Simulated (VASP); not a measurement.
## Sc: single point with r2SCAN

Sc:

```
CELL_PARAMETERS angstrom
0.00000 2.48114 2.48114
2.48114 0.00000 2.48114
2.48114 2.48114 0.00000
ATOMIC_POSITIONS crystal
Sc 0.00000 0.00000 0.00000
Sc 0.25000 0.25000 0.25000
```

This isn't the form of Sc at room conditions, which is hcp.

- Program: VASP 6.6.1
- Task: single point
- Functional: r2SCAN
- Potentials or basis: VASP PAW PBE potentials, release 64 (Sc_sv)
- Cutoff: 550 eV
- k mesh: 11 × 11 × 11
- Occupations: methfessel-paxton, width 0.05 eV
- Spin: no spin polarisation

```
Pressure               : 34.0 GPa
Band gap on the k mesh : zero (bands 11 and 12 overlap by 1.18 eV)
```

Levels at points of the mesh, in eV from the Fermi level:
```tsv
k point	band 8	band 9	band 10	band 11	band 12	band 13	band 14	band 15
(0.00, 0.00, 0.00)	-28.18	-5.74	-1.71	-1.71	0.44	0.44	0.44	3.55
```

Wall time 120 s on 1 thread of Intel(R) Xeon(R) Platinum 8259CL CPU @ 2.50GHz (Skylake/Cascade Lake), on a shared host, peak memory 0.18 GiB.

Caveat: the cell stands under pressure; the PAW data sets were made with another functional, which shifts forces and pressure a little.
